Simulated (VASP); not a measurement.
# Sb (P6_3/mmc) in VASP: a series of runs

Sb is run at these levels: PBEsol, LDA, HSE06, PBE0; tasks: single point.

Program: VASP 6.6.1. These are calculated values, not measurements. Logs are shortened: lines on timing, memory, paths and dates and some standing lists are left out, and cuts for length are marked.

## 1. The cell of the first run

The structure is hexagonal, space group P6_3/mmc (No. 194). The conventional cell has a = 3.377 Å, b = 3.377 Å, c = 5.506 Å, α = 90.00°, β = 90.00°, γ = 120.00°. Within 4.4 Å of Sb (site symmetry -6m2) lie 12 Sb at 3.37 to 3.38 Å.

## 2. Single point, PBEsol (volume scaled by 1.02)

INCAR

```
SYSTEM = Sb
PREC = Accurate
ENCUT = 520
EDIFF = 1E-6
ISMEAR = -1
SIGMA = 0.05
LREAL = .FALSE.
LASPH = .TRUE.
NELM = 60
ALGO = Normal
ISIF = 2
LWAVE = .FALSE.
LCHARG = .TRUE.
GGA = PS
LELF = .TRUE.
LVHAR = .TRUE.
NBANDS = 12
```

KPOINTS

```
Automatic mesh
0
G
  9 9 5
  0 0 0
```

POSCAR

```
Sb
1.0
    3.3767485125      0.0000000000      0.0000000000
   -1.6883742563      2.9243499940      0.0000000000
    0.0000000000      0.0000000000      5.5063879352
Sb
2
Direct
    0.6666666667      0.3333333333      0.7500000000
    0.3333333333      0.6666666667      0.2500000000
```

Potentials or basis: VASP PAW PBE potentials, release 64 (Sb).

On the command line:

```bash
cat potpaw_PBE.64/Sb/POTCAR > POTCAR
mpirun -np 1 vasp_std > vasp.out
```

OUTCAR:

```text
SYSTEM = Sb
   PREC = Accurate
   ENCUT = 520
   EDIFF = 1E-6
   ISMEAR = -1
   LREAL = .FALSE.
   LASPH = .TRUE.
   NELM = 60
   ISIF = 2
   GGA = PS

 ion  position               nearest neighbor table
   1  0.667  0.333  0.750-   2 3.37   2 3.37   2 3.37   2 3.37   2 3.37   2 3.37
   2  0.333  0.667  0.250-   1 3.37   1 3.37   1 3.37   1 3.37   1 3.37   1 3.37

  LATTYP: Found a hexagonal cell.
 ALAT       =     3.3767485125
 C/A-ratio  =     1.6306775334

  Lattice vectors:

 A1 = (   3.3767485125,   0.0000000000,   0.0000000000)
 A2 = (  -1.6883742563,   2.9243499940,   0.0000000000)
 A3 = (   0.0000000000,   0.0000000000,   5.5063879352)

Analysis of symmetry for initial positions (statically):
=====================================================================
 Subroutine PRICEL returns:
 Original cell was already a primitive cell.

 Routine SETGRP: Setting up the symmetry group for a
 hexagonal supercell.

 Subroutine GETGRP returns: Found 24 space group operations
 (whereof 12 operations were pure point group operations)
 out of a pool of 24 trial point group operations.

The static configuration has the point symmetry D_3d.
 The point group associated with its full space group is D_6h.

Analysis of symmetry for dynamics (positions and initial velocities):
=====================================================================
 Subroutine PRICEL returns:
 Original cell was already a primitive cell.

 Routine SETGRP: Setting up the symmetry group for a
 hexagonal supercell.

 Subroutine GETGRP returns: Found 24 space group operations
 (whereof 12 operations were pure point group operations)
 out of a pool of 24 trial point group operations.

The dynamic configuration has the point symmetry D_3d.
 The point group associated with its full space group is D_6h.

 Subroutine INISYM returns: Found 24 space group operations
 (whereof 12 operations are pure point group operations),
 and found     1 'primitive' translations

----------------------------------------------------------------------------------------

                                     Primitive cell

  volume of cell :      54.3744

  direct lattice vectors                    reciprocal lattice vectors
     3.376748512  0.000000000  0.000000000     0.296142871  0.170978166  0.000000000
    -1.688374256  2.924349994  0.000000000     0.000000000  0.341956333  0.000000000
     0.000000000  0.000000000  5.506387935     0.000000000  0.000000000  0.181607255

[... 86 lines left out ...]
   NSW    =      0    number of steps for IOM
   IBRION =     -1    ionic relax: 0-MD 1-quasi-New 2-CG
   NFREE  =      0    steps in history (QN), initial steepest desc. (CG)
   ISIF   =      2    stress and relaxation
   ISYM   =      2    0-nonsym 1-usesym 2-fastsym
   POTIM  = 0.5000    time-step for ionic-motion
   TEBEG  =    0.0;   TEEND  =   0.0 temperature during run
   PSTRESS=    0.0 pullay stress
   NELECT =      10.0000    total number of electrons
   NUPDOWN=      -1.0000    fix difference up-down
   EMIN   =  10.00;   EMAX   =-10.00  energy-range for DOS
   EFERMI =   0.00;   METHOD = LEGACY
   ISMEAR =    -1;   SIGMA  =   0.05  broadening in eV -4-tet -1-fermi 0-gaus
   EFERMI_NEDOS =   21; number of points for ismear=-14 and -15
   IALGO  =     38    algorithm
   IMIX   =      4    mixing-type and parameters
     AMIX     =   0.40;   BMIX     =  1.00
     AMIX_MAG =   1.60;   BMIX_MAG =  1.00
  volume/ion in A,a.u.               =      27.19       183.47
  Fermi-wavevector in a.u.,A,eV,Ry     =   0.930986  1.759309 11.792648  0.866735
  Thomas-Fermi vector in A             =   2.057432
   LORBIT       =      0    0 simple, 1 ext, 2 COOP (PROOUT), +10 PAW based schemes
   GGA     = PS    functional components
   LHFCALC =     F    Hartree Fock is set to
   AEXX    =    0.0000 exact exchange contribution
   IVDW    =     0    specifies the selected vdW correction
   LEPSILON=     F    determine dielectric tensor
   LRPA    =     F    only Hartree local field effects (RPA)
 non-spin polarized calculation
  energy-cutoff  :      520.00
  volume of cell :       54.37
 maximum number of plane-waves:      1475
 NGX is ok and might be reduce to    28
   NGX = 13   NGY = 13   NGZ = 21

 number of electron      10.0000001 magnetization

 Free energy of the ion-electron system (eV)
  ---------------------------------------------------
  ext. energy  EPLUGINS =         0.00000000
  ---------------------------------------------------
  free energy    TOTEN  =        -8.66762388 eV

  energy without entropy =       -8.65559973  energy(sigma->0) =       -8.66161180

 E-fermi :   8.1515     XC(G=0): -10.2918

 val. band max:        8.1078313022   @ k =   0.3333  -0.0000   0.4000
 cond. band min:       8.1520444729   @ k =   0.4444   0.1111   0.0000
 fundamental gap:      0.0442131706
 Fermi energy:         8.1515034268

 k-point     1 :       0.0000    0.0000    0.0000
  band No.  band energies     occupation
      1      -4.6120      2.00000
      2      -0.8929      2.00000
      3       2.4838      2.00000
      4      11.7626      0.00000
      5      11.7626      0.00000
      6      13.3653      0.00000
      7      13.3653      0.00000
      8      13.5929      0.00000
      9      15.8849      0.00000
     10      17.1810      0.00000
     11      18.1540      0.00000
     12      18.1540      0.00000
[... 331 lines left out ...]
 k-point    24 :       0.3333    0.3333    0.2000
  band No.  band energies     occupation
      1       0.1821      2.00000
      2       0.1821      2.00000
      3       4.0441      2.00000
      4       5.0426      2.00000
      5       5.0426      2.00000
      6       6.6195      2.00000
      7       8.9263      0.00000
      8       8.9263      0.00000
      9      12.7648      0.00000
     10      18.5549      0.00000
     11      18.5549      0.00000
     12      20.3099      0.00000

 [... further k-points ...]
[... 5 lines left out ...]
  --------------------------------------------------------------------------------------
  -------------------------------------------------------------------------------------
  Total       -0.8931433     -0.8931433     -1.0216995      0.0000000      0.0000000      0.0000000
  in kB      -26.3170297    -26.3170297    -30.1050177      0.0000000      0.0000000      0.0000000
  external PRESSURE =     -27.5796924 kB  Pullay stress =       0.0000000 kB

 VOLUME and BASIS-vectors are now :
 -----------------------------------------------------------------------------
  energy-cutoff  :      520.00
  volume of cell :       54.37
      direct lattice vectors                 reciprocal lattice vectors
     3.376748512  0.000000000  0.000000000     0.296142871  0.170978166  0.000000000
    -1.688374256  2.924349994  0.000000000     0.000000000  0.341956333  0.000000000
     0.000000000  0.000000000  5.506387935     0.000000000  0.000000000  0.181607255

 POSITION                                       TOTAL-FORCE (eV/Angst)
 -----------------------------------------------------------------------------------
      1.68837      0.97478      4.12979        -0.000000      0.000000      0.000000
     -0.00000      1.94957      1.37660         0.000000     -0.000000      0.000000
 -----------------------------------------------------------------------------------
    total drift:                               -0.000000      0.000000      0.000000

  FREE ENERGIE OF THE ION-ELECTRON SYSTEM (eV)
  ---------------------------------------------------
  free  energy   TOTEN  =        -8.6676238771 eV

  energy  without entropy=       -8.6555997297  energy(sigma->0) =       -8.66161180
```

stdout:

```text
POSCAR found type information on POSCAR Sb
 POSCAR found :  1 types and       2 ions
 scaLAPACK will be used
 -----------------------------------------------------------------------------
|                                                                             |
|                                                                             |
|     You enforced a specific xc type in the INCAR file but a different       |
|     I HOPE YOU KNOW WHAT YOU ARE DOING!                                     |
|                                                                             |
 -----------------------------------------------------------------------------

 LDA part: xc-table for (Slater+PW92), standard interpolation
 POSCAR, INCAR and KPOINTS ok, starting setup
 FFT: planning ... GRIDC
 FFT: planning ... GRID_SOFT
 FFT: planning ... GRID
 WAVECAR not read
 entering main loop
```

Run time: 31 s. Hardware: 1 thread of AMD EPYC 7R13, shared host; peak memory 0.17 GiB.

Results:

* Free energy: -8.6676 eV
* Pressure: -2.8 GPa
* Band gap on the k mesh: zero (band 5 reaches 12.30 eV, above the bottom of band 6 at 5.55 eV)

Caveat: the cell differs from its parent crystal (volume scaled by 1.02); the PAW data sets were made with another functional, which shifts forces and pressure a little; spin-orbit coupling is left out, which moves the levels of the heavy elements.

## 3. Single point, LDA

This run uses another cell than the first one, of 26.65 Å³/atom, 0.980 times its volume.

INCAR

```
PREC = Accurate
ENCUT = 520
EDIFF = 1E-6
ISMEAR = -1
SIGMA = 0.05
LREAL = F
LASPH = T
NELM = 60
ALGO = Normal
ISIF = 2
LWAVE = F
LCHARG = F
NBANDS = 12
```

KPOINTS

```
regular mesh
0
Gamma
  5 5 3
```

POSCAR

```
Sb
1.0
    3.3545324186      0.0000000000      0.0000000000
   -1.6772662093      2.9051102923      0.0000000000
    0.0000000000      0.0000000000      5.4701606500
Sb
2
Direct
    0.6666666667      0.3333333333      0.7500000000
    0.3333333333      0.6666666667      0.2500000000
```

Potentials or basis: VASP PAW LDA potentials, release 64 (Sb).

On the command line:

```bash
cat potpaw_LDA.64/Sb/POTCAR > POTCAR
mpirun -np 1 vasp_std > vasp.out
```

Run time: 4.4 s. Hardware: 1 thread of Intel Xeon Platinum 8488C (Sapphire Rapids), shared host; peak memory 0.14 GiB.

The run converged. Its results:

```
Free energy            : -9.1656 eV
Pressure               : -3.6 GPa
Band gap on the k mesh : zero (band 5 reaches 12.46 eV, above the bottom of band 6 at 6.83 eV)
```

Stress tensor (GPa, compression positive):
```
-5.18  0.00  0.00
 0.00 -5.18  0.00
 0.00  0.00 -0.53
```

Levels at points of the mesh, in eV from the Fermi level:
```csv
k point,band 2,band 3,band 4,band 5,band 6,band 7,band 8,band 9
"(0.00, 0.00, 0.00)",-9.18,-5.76,3.60,3.60,5.22,5.22,5.49,7.77
```

Caveat: the k points lie up to 0.43 Å⁻¹ apart; spin-orbit coupling is left out, which moves the levels of the heavy elements.

## 4. Single point, PBEsol

This run uses another cell than the first one, of 26.65 Å³/atom, 0.980 times its volume.

INCAR

```
PREC     = Accurate       # precision mode
ENCUT    = 520            # plane-wave cutoff, eV
EDIFF    = 1E-7           # SCF threshold, eV
ISMEAR   = -1             # smearing method
SIGMA    = 0.05           # smearing width, eV
LREAL    = F              # projectors in reciprocal space
LASPH    = T              # aspherical terms in the spheres
NELM     = 60             # most SCF steps
ALGO     = Normal         # electronic algorithm
ISIF     = 2              # what is computed and relaxed
LWAVE    = F              # write WAVECAR
LCHARG   = F              # write CHGCAR
GGA      = PS             # functional
NBANDS   = 12             # bands
```

KPOINTS is that of step 3.

POSCAR is that of step 3.

Potentials or basis: VASP PAW PBE potentials, release 64 (Sb).

On the command line:

```bash
cat potpaw_PBE.64/Sb/POTCAR > POTCAR
mpirun -np 1 vasp_std > vasp.out
```

Run time: 7.9 s. Hardware: 1 thread of Intel Xeon Platinum 8488C (Sapphire Rapids), shared host; peak memory 0.17 GiB.

The run converged. Its results:

```
Free energy            : -8.7084 eV
Pressure               : -2.6 GPa
Band gap on the k mesh : zero (band 5 reaches 12.50 eV, above the bottom of band 6 at 6.79 eV)
```

Stress tensor (GPa, compression positive):
```
-4.21  0.00  0.00
 0.00 -4.21  0.00
 0.00  0.00  0.68
```

Levels at points of the mesh, in eV from the Fermi level:
| k point | band 1 | band 2 | band 3 | band 4 | band 5 | band 6 | band 7 | band 8 | band 9 | band 10 |
| --- | --- | --- | --- | --- | --- | --- | --- | --- | --- | --- |
| (0.00, 0.00, 0.00) | -12.95 | -9.13 | -5.79 | 3.67 | 3.67 | 5.30 | 5.30 | 5.59 | 7.81 | 9.02 |

Caveat: the k points lie up to 0.43 Å⁻¹ apart; the PAW data sets were made with another functional, which shifts forces and pressure a little; spin-orbit coupling is left out, which moves the levels of the heavy elements.

## 5. Single point, HSE06

This run uses another cell than the first one, of 26.65 Å³/atom, 0.980 times its volume.

POSCAR is that of step 4.

INCAR.step1

```
SYSTEM = Sb
ALGO = Normal
EDIFF = 1E-5
ENCUT = 520
GGA = PE
ISIF = 2
ISMEAR = -1
LASPH = .True.
LCHARG = .False.
LREAL = .False.
LWAVE = .True.
NBANDS = 12
NELM = 60
PREC = Accurate
SIGMA = 0.05
```

INCAR.step2

```
SYSTEM = Sb
ALGO = Normal
EDIFF = 1E-7
ENCUT = 520
GGA = PE
HFSCREEN = 0.2079
ISIF = 2
ISMEAR = -1
ISTART = 1
LASPH = .True.
LCHARG = .False.
LHFCALC = .True.
LREAL = .False.
LWAVE = .False.
NBANDS = 12
NELM = 60
PREC = Accurate
PRECFOCK = Normal
SIGMA = 0.05
```

KPOINTS

```
k-points
0
Gamma
  5 5 3
  0 0 0
```

On the command line:

```bash
cat potpaw_PBE.64/Sb/POTCAR > POTCAR
cp INCAR.step1 INCAR
mpirun -np 1 vasp_std > vasp.out
cp INCAR.step2 INCAR
mpirun -np 1 vasp_std > vasp.out
```

It took 6.9 min on 1 thread of Intel Xeon Platinum 8488C (Sapphire Rapids), shared host; peak memory 0.27 GiB.

It converged, with:

| Item | Value |
| --- | --- |
| Free energy | -9.4444 eV |
| Pressure | -2.9 GPa |
| Band gap on the k mesh | zero (band 5 reaches 13.08 eV, above the bottom of band 6 at 6.52 eV) |

Stress tensor (GPa, compression positive):
```
-4.74  0.00  0.00
 0.00 -4.74  0.00
 0.00  0.00  0.73
```

Levels at points of the mesh, in eV from the Fermi level:
```tsv
k point	band 1	band 2	band 3	band 4	band 5	band 6	band 7	band 8	band 9	band 10
(0.00, 0.00, 0.00)	-14.46	-10.18	-6.64	4.17	4.17	5.97	5.97	6.27	8.43	9.69
```

Caveat: the k points lie up to 0.43 Å⁻¹ apart; the PAW data sets were made with another functional, which shifts forces and pressure a little; spin-orbit coupling is left out, which moves the levels of the heavy elements.

[end of part 1 of 2]
